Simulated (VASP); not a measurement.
Si (a cell with a defect): single point with LDA

System: Si (a cell with a defect).

```
CELL_PARAMETERS angstrom
0.00000 5.43000 5.43000
5.43000 0.00000 5.43000
5.43000 5.43000 0.00000
ATOMIC_POSITIONS crystal
Si 0.97669 0.00179 0.00849
Si 0.12449 0.09215 0.14797
Si 0.99298 0.96786 0.50792
Si 0.10355 0.10048 0.63420
Si 0.97520 0.47973 0.06226
Si 0.11448 0.61871 0.14162
Si 0.95607 0.47896 0.54890
Si 0.10962 0.60480 0.64962
Si 0.46618 0.00649 0.05030
Si 0.61884 0.07234 0.18398
Si 0.48622 0.93738 0.54554
Si 0.61986 0.08695 0.63465
Si 0.47413 0.45770 0.08783
Si 0.63210 0.66517 0.27147
Si 0.47157 0.44688 0.58137
Si 0.59907 0.55852 0.69607
Si 0.65978 0.69738 0.93031
```

```yaml
Program: VASP 6.6.1
Task: single point
Functional: LDA
Potentials_or_basis: VASP PAW LDA potentials, release 64 (Si)
Cutoff: 520 eV
k_mesh: 2 × 2 × 2
Occupations: fermi-dirac, width 0.02 eV
Spin: no spin polarisation
```

The pressure is 1.6 GPa and the largest force is 2.591 eV/Å. The band gap on the k mesh is zero (bands 34 and 35 overlap by 0.33 eV).

Forces in eV/Å, atoms in the order of the input:
```
Si  -0.920  0.989 -0.073
Si   1.120 -2.201 -0.785
Si   0.724  0.187 -0.313
Si   0.416  0.374  0.622
Si  -1.322 -0.650  0.018
Si   1.475  0.552 -0.230
Si  -1.379  0.236  1.388
Si   0.362  0.315 -1.502
Si  -1.832 -0.356  1.498
Si   0.810 -0.263  0.708
Si   0.537  0.065 -0.606
Si   0.479  0.767 -0.769
Si  -0.648 -0.008  0.440
Si  -0.156  0.355  0.433
Si  -0.765 -0.766 -0.844
Si   1.703  0.438  0.215
Si  -0.602 -0.033 -0.198
```

Stress tensor (GPa, compression positive):
```
 0.90 -0.10  0.28
-0.10  1.66  2.88
 0.28  2.88  2.34
```

Levels at points of the mesh, in eV from the Fermi level:
```tsv
k point	band 31	band 32	band 33	band 34	band 35	band 36	band 37	band 38
(0.00, 0.00, 0.00)	-1.04	-0.72	-0.61	-0.38	-0.10	0.10	0.22	0.47
(0.50, 0.00, 0.00)	-1.07	-0.75	-0.70	-0.34	0.72	0.83	1.03	1.25
(0.00, 0.50, 0.00)	-1.24	-0.94	-0.85	-0.25	0.32	0.72	1.03	1.08
(0.00, 0.00, 0.50)	-1.15	-0.86	-0.79	-0.47	0.36	0.44	0.68	0.88
(0.50, 0.50, 0.50)	-1.00	-0.84	-0.47	-0.23	0.37	0.45	0.80	0.92
(0.50, 0.50, 0.00)	-1.58	-1.28	-1.01	0.23	0.78	1.09	1.37	1.58
(0.00, 0.50, 0.50)	-1.35	-1.21	-0.37	-0.23	0.60	1.10	1.47	1.55
(0.50, 0.00, 0.50)	-1.57	-1.15	-0.44	-0.23	0.61	1.11	1.37	1.61
```

Wall time 6.2 min on 1 thread of Intel Xeon 8259CL, on a shared host, peak memory 0.37 GiB.

Caveat: the k points lie up to 0.50 Å⁻¹ apart; the atoms stand as in a frame of molecular dynamics.
